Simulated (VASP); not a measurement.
# Co3N2 (P-3m1) in VASP: single point with PBE

Aim: the single point of Co3N2 with PBE.

Program: VASP 6.6.1. These are calculated values, not measurements. Logs are shortened: lines on timing, memory, paths and dates and some standing lists are left out, and cuts for length are marked.

### Step 1. The cell of the first run

The structure is trigonal, space group P-3m1 (No. 164). Conventional cell: a = 3.139 Å, b = 3.139 Å, c = 5.306 Å, α = 90.00°, β = 90.00°, γ = 120.00°. Within 3.0 Å of Co (site symmetry -3m) lie 6 N at 2.24 Å and 6 Co at 2.57 Å. Co (site symmetry 3m) has 4 N at 1.88 to 2.17 Å and 6 Co at 2.47 to 2.57 Å within 2.6 Å. N (site symmetry 3m) has 7 Co at 1.88 to 2.24 Å within 2.5 Å.

### Step 2. Single point, PBE, collinear spin, ferromagnetic start

The input, INCAR:

```
ALGO     = Normal         # electronic algorithm
EDIFF    = 1E-6           # SCF threshold, eV
ENCUT    = 520            # plane-wave cutoff, eV
GGA      = PE             # functional
ISIF     = 2              # what is computed and relaxed
ISMEAR   = 0              # smearing method
ISPIN    = 2              # spin polarisation
LASPH    = True           # aspherical terms in the spheres
LCHARG   = True           # write CHGCAR
LELF     = True           # ELF
LMAXMIX  = 4              # l up to which the mixer works
LORBIT   = 11             # projections on sites
LREAL    = False          # projectors in reciprocal space
LVHAR    = True         
LWAVE    = False          # write WAVECAR
MAGMOM   = 0.72 0.72 0.72 0 0 # initial moments
NBANDS   = 30             # bands
NELM     = 150            # most SCF steps
PREC     = Accurate       # precision mode
SIGMA    = 0.1            # smearing width, eV
```

The input, KPOINTS:

```
k-points
0
Gamma
  12 12 8
```

The input, POSCAR:

```
Co3N2
1.0
    3.1391756039      0.0000000000      0.0000000000
   -1.5695878019      2.7186058199      0.0000000000
    0.0000000000      0.0000000000      5.3064605465
Co N
3 2
Direct
    0.0000000000      0.0000000000      0.0000000000
    0.3333333333      0.6666666667      0.6577473137
    0.6666666667      0.3333333333      0.3422526863
    0.3333333333      0.6666666667      0.2490613913
    0.6666666667      0.3333333333      0.7509386087
```

Potentials or basis: VASP PAW PBE potentials, release 64 (Co, N).

Run with:

```bash
> cat potpaw_PBE.64/Co/POTCAR potpaw_PBE.64/N/POTCAR > POTCAR
> mpirun -np 1 vasp_std > vasp.out
```

OUTCAR:

```text
EDIFF = 1E-6
   ENCUT = 520
   GGA = PE
   ISIF = 2
   ISMEAR = 0
   ISPIN = 2
   LASPH = True
   LORBIT = 11
   LREAL = False
   NELM = 150
   PREC = Accurate

 ion  position               nearest neighbor table
   1  0.000  0.000  0.000-   4 2.24   5 2.24   4 2.24   5 2.24   5 2.24   4 2.24   2 2.57   3 2.57
                             2 2.57   3 2.57   2 2.57   3 2.57
   2  0.333  0.667  0.658-   5 1.88   5 1.88   5 1.88   4 2.17   3 2.47   3 2.47   3 2.47   1 2.57
                             1 2.57   1 2.57
   3  0.667  0.333  0.342-   4 1.88   4 1.88   4 1.88   5 2.17   2 2.47   2 2.47   2 2.47   1 2.57
                             1 2.57   1 2.57
   4  0.333  0.667  0.249-   3 1.88   3 1.88   3 1.88   2 2.17   1 2.24   1 2.24   1 2.24
   5  0.667  0.333  0.751-   2 1.88   2 1.88   2 1.88   3 2.17   1 2.24   1 2.24   1 2.24

  LATTYP: Found a hexagonal cell.
 ALAT       =     3.1391756039
 C/A-ratio  =     1.6903993966

  Lattice vectors:

 A1 = (   3.1391756039,   0.0000000000,   0.0000000000)
 A2 = (  -1.5695878019,   2.7186058199,   0.0000000000)
 A3 = (   0.0000000000,   0.0000000000,   5.3064605465)

Analysis of symmetry for initial positions (statically):
=====================================================================
 Subroutine PRICEL returns:
 Original cell was already a primitive cell.

 Routine SETGRP: Setting up the symmetry group for a
 hexagonal supercell.

 Subroutine GETGRP returns: Found 12 space group operations
 (whereof 12 operations were pure point group operations)
 out of a pool of 24 trial point group operations.

The static configuration has the point symmetry D_3d.

Analysis of symmetry for dynamics (positions and initial velocities):
=====================================================================
 Subroutine PRICEL returns:
 Original cell was already a primitive cell.

 Routine SETGRP: Setting up the symmetry group for a
 hexagonal supercell.

 Subroutine GETGRP returns: Found 12 space group operations
 (whereof 12 operations were pure point group operations)
 out of a pool of 24 trial point group operations.

The dynamic configuration has the point symmetry D_3d.

Analysis of structural, dynamic, and magnetic symmetry:
=====================================================================
 Subroutine PRICEL returns:
 Original cell was already a primitive cell.

 Routine SETGRP: Setting up the symmetry group for a
 hexagonal supercell.

 Subroutine GETGRP returns: Found 12 space group operations
 (whereof 12 operations were pure point group operations)
 out of a pool of 24 trial point group operations.

The overall configuration has the point symmetry D_3d.

 Subroutine INISYM returns: Found 12 space group operations
 (whereof 12 operations are pure point group operations),
 and found     1 'primitive' translations

----------------------------------------------------------------------------------------

                                     Primitive cell

  volume of cell :      45.2863

  direct lattice vectors                    reciprocal lattice vectors
     3.139175604  0.000000000  0.000000000     0.318554973  0.183917799  0.000000000
    -1.569587802  2.718605820  0.000000000     0.000000000  0.367835599  0.000000000
     0.000000000  0.000000000  5.306460547     0.000000000  0.000000000  0.188449531

  length of vectors
     3.139175604  3.139175604  5.306460547     0.367835599  0.367835599  0.188449531

  position of ions in fractional coordinates (direct lattice)
     0.000000000  0.000000000  0.000000000
     0.333333333  0.666666667  0.657747314
     0.666666667  0.333333333  0.342252686
     0.333333333  0.666666667  0.249061391
     0.666666667  0.333333333  0.750938609

  ion indices of the primitive-cell ions
   primitive index   ion index
                 1           1
                 2           2
                 3           3
                 4           4
                 5           5

----------------------------------------------------------------------------------------

 KPOINTS: k-points

Automatic generation of k-mesh.
 Grid dimensions read from file:
 generate k-points for:   12   12    8

 Generating k-lattice:

  Cartesian coordinates                     Fractional coordinates (reciprocal lattice)
     0.026546248  0.015326483  0.000000000     0.083333333  0.000000000  0.000000000
     0.000000000  0.030652967  0.000000000     0.000000000  0.083333333  0.000000000
     0.000000000  0.000000000  0.023556191     0.000000000  0.000000000  0.125000000

  Length of vectors
     0.030652967  0.030652967  0.023556191

  Shift w.r.t. Gamma in fractional coordinates (k-lattice)
     0.000000000  0.000000000  0.000000000

 Subroutine IBZKPT returns following result:
 ===========================================

 Found    131 irreducible k-points:

 Following reciprocal coordinates:
            Coordinates               Weight
  0.000000  0.000000  0.000000      1.000000
  0.083333  0.000000  0.000000      6.000000
  0.166667  0.000000  0.000000      6.000000
  0.250000  0.000000  0.000000      6.000000
  0.333333  0.000000  0.000000      6.000000
  0.416667  0.000000  0.000000      6.000000
[... 16 lines left out ...]
  0.166667  0.000000  0.125000      6.000000
  0.000000  0.166667  0.125000      6.000000
 [... further k-points ...]
   k-points           NKPTS =    131   k-points in BZ     NKDIM =    131   number of bands    NBANDS=     30
   number of dos      NEDOS =    301   number of ions     NIONS =      5
   total plane-waves  NPLWV =  23040
   dimension x,y,z NGX =    24 NGY =   24 NGZ =   40
   dimension x,y,z NGXF=    48 NGYF=   48 NGZF=   80
   ions per type =               3   2
   NGX,Y,Z   is equivalent  to a cutoff of  12.71, 12.71, 12.53 a.u.
   NGXF,Y,Z  is equivalent  to a cutoff of  25.42, 25.42, 25.06 a.u.
 SYSTEM =  unknown system
   PREC   = accura    normal or accurate (medium, high low for compatibility)
   ISTART =      0    job   : 0-new  1-cont  2-samecut
   ICHARG =      2    charge: 1-file 2-atom 10-const
   ISPIN  =      2    spin polarized calculation?
   LNONCOLLINEAR =      F non collinear calculations
   LSORBIT =      F    spin-orbit coupling
   LASPH  =      T    aspherical Exc in radial PAW
   ENCUT  =  520.0 eV  38.22 Ry    6.18 a.u.   5.84  5.84  9.87*2*pi/ulx,y,z
   NELM   =    150;   NELMIN=  2; NELMDL= -5     # of ELM steps
   EDIFF  = 0.1E-05   stopping-criterion for ELM
   LREAL  =      F    real-space projection
   EDIFFG = 0.1E-04   stopping-criterion for IOM
   NSW    =      0    number of steps for IOM
   IBRION =     -1    ionic relax: 0-MD 1-quasi-New 2-CG
   NFREE  =      0    steps in history (QN), initial steepest desc. (CG)
   ISIF   =      2    stress and relaxation
   ISYM   =      2    0-nonsym 1-usesym 2-fastsym
   POTIM  = 0.5000    time-step for ionic-motion
   TEBEG  =    0.0;   TEEND  =   0.0 temperature during run
   PSTRESS=    0.0 pullay stress
   NELECT =      37.0000    total number of electrons
   NUPDOWN=      -1.0000    fix difference up-down
   EMIN   =  10.00;   EMAX   =-10.00  energy-range for DOS
   EFERMI =   0.00;   METHOD = LEGACY
   ISMEAR =     0;   SIGMA  =   0.10  broadening in eV -4-tet -1-fermi 0-gaus
   EFERMI_NEDOS =   21; number of points for ismear=-14 and -15
   IALGO  =     38    algorithm
   IMIX   =      4    mixing-type and parameters
     AMIX     =   0.40;   BMIX     =  1.00
     AMIX_MAG =   1.60;   BMIX_MAG =  1.00
  volume/ion in A,a.u.               =       9.06        61.12
  Fermi-wavevector in a.u.,A,eV,Ry     =   1.530452  2.892136 31.868713  2.342284
  Thomas-Fermi vector in A             =   2.637933
   LORBIT       =     11    0 simple, 1 ext, 2 COOP (PROOUT), +10 PAW based schemes
   GGA     = PE    functional components
   LHFCALC =     F    Hartree Fock is set to
   AEXX    =    0.0000 exact exchange contribution
   IVDW    =     0    specifies the selected vdW correction
   LEPSILON=     F    determine dielectric tensor
   LRPA    =     F    only Hartree local field effects (RPA)
 spin polarized calculation
 Gauss-broadening in eV      SIGMA  =   0.10
  energy-cutoff  :      520.00
  volume of cell :       45.29
 maximum number of plane-waves:      1242
   NGX = 11   NGY = 11   NGZ = 19

 number of electron      37.0000002 magnetization       2.2084533

 Free energy of the ion-electron system (eV)
  ---------------------------------------------------
  ext. energy  EPLUGINS =         0.00000000
  ---------------------------------------------------
  free energy    TOTEN  =       -35.77867536 eV

  energy without entropy =      -35.75825208  energy(sigma->0) =      -35.76846372

 E-fermi :  10.2838     XC(G=0): -13.1878

 val. band max:       10.2825520584   @ k =  -0.1667   0.5000   0.3750
 cond. band min:      10.2847143496   @ k =   0.3333   0.0833   0.3750
 fundamental gap:      0.0021622912
 Fermi energy:        10.2838372225

 spin component 1

 k-point     1 :       0.0000    0.0000    0.0000
  band No.  band energies     occupation
      1      -7.3841      1.00000
      2      -6.0625      1.00000
      3       2.0619      1.00000
      4       3.8423      1.00000
      5       3.8423      1.00000
      6       4.0442      1.00000
[... 781 lines left out ...]
     29      22.4521      0.00000
     30      22.9785      0.00000

 [... further k-points ...]

 spin component 2

 k-point     1 :       0.0000    0.0000    0.0000
  band No.  band energies     occupation
      1      -7.2881      1.00000
      2      -5.9546      1.00000
      3       2.1668      1.00000
      4       4.0784      1.00000
      5       4.0784      1.00000
      6       4.1428      1.00000
[... 781 lines left out ...]
     29      22.6117      0.00000
     30      23.1245      0.00000

 [... further k-points ...]
[... 5 lines left out ...]
  --------------------------------------------------------------------------------------
  -------------------------------------------------------------------------------------
  Total       -0.0231272     -0.0231272     -0.1402675     -0.0000000     -0.0000000     -0.0000000
  in kB       -0.8182137     -0.8182137     -4.9625045     -0.0000000     -0.0000000     -0.0000000
  external PRESSURE =      -2.1996440 kB  Pullay stress =       0.0000000 kB

 VOLUME and BASIS-vectors are now :
 -----------------------------------------------------------------------------
  energy-cutoff  :      520.00
  volume of cell :       45.29
      direct lattice vectors                 reciprocal lattice vectors
     3.139175604  0.000000000  0.000000000     0.318554973  0.183917799  0.000000000
    -1.569587802  2.718605820  0.000000000     0.000000000  0.367835599  0.000000000
     0.000000000  0.000000000  5.306460547     0.000000000  0.000000000  0.188449531

 POSITION                                       TOTAL-FORCE (eV/Angst)
 -----------------------------------------------------------------------------------
      0.00000      0.00000      0.00000         0.000000      0.000000      0.000000
     -0.00000      1.81240      3.49031         0.000000      0.000000     -0.023929
      1.56959      0.90620      1.81615         0.000000      0.000000      0.023929
     -0.00000      1.81240      1.32163         0.000000     -0.000000     -0.023305
      1.56959      0.90620      3.98483        -0.000000     -0.000000      0.023305
 -----------------------------------------------------------------------------------
    total drift:                                0.000000     -0.000000      0.000000

  FREE ENERGIE OF THE ION-ELECTRON SYSTEM (eV)
  ---------------------------------------------------
  free  energy   TOTEN  =       -35.7786753611 eV

  energy  without entropy=      -35.7582520827  energy(sigma->0) =      -35.76846372

 total charge

# of ion       s       p       d       tot
------------------------------------------
    1        0.299   0.384   7.372   8.056
    2        0.448   0.648   7.499   8.595
    3        0.448   0.648   7.499   8.595
    4        1.255   2.365   0.000   3.620
    5        1.255   2.365   0.000   3.620
--------------------------------------------------
tot          3.705   6.410  22.369  32.484

 magnetization (x)

# of ion       s       p       d       tot
------------------------------------------
    1        0.006   0.002   1.525   1.534
    2        0.007  -0.007   0.270   0.270
    3        0.007  -0.007   0.270   0.270
    4        0.017   0.051   0.000   0.068
    5        0.017   0.051   0.000   0.068
--------------------------------------------------
tot          0.054   0.090   2.066   2.210
```

Run time: 15 min. Hardware: 1 thread of Intel Xeon 8259CL, shared host; peak memory 0.33 GiB.

Results:

| Property | Result |
| --- | --- |
| Free energy | -35.7787 eV |
| Pressure | -0.2 GPa |
| Largest force | 0.024 eV/Å |
| Net moment | 2.21 μB per cell |
| Site moments | Co +1.53, +0.27 (each value once); N +0.07 μB |
| Valence electrons inside the program's atomic spheres | Co 8.06, 8.60 (each value once); N 3.62 |

Forces in eV/Å, atoms in the order of the input:
```
Co   0.000  0.000  0.000
Co   0.000  0.000 -0.024
Co   0.000  0.000  0.024
N    0.000  0.000 -0.023
N    0.000  0.000  0.023
```

Stress tensor (GPa, compression positive):
```
-0.08  0.00  0.00
 0.00 -0.08  0.00
 0.00  0.00 -0.50
```
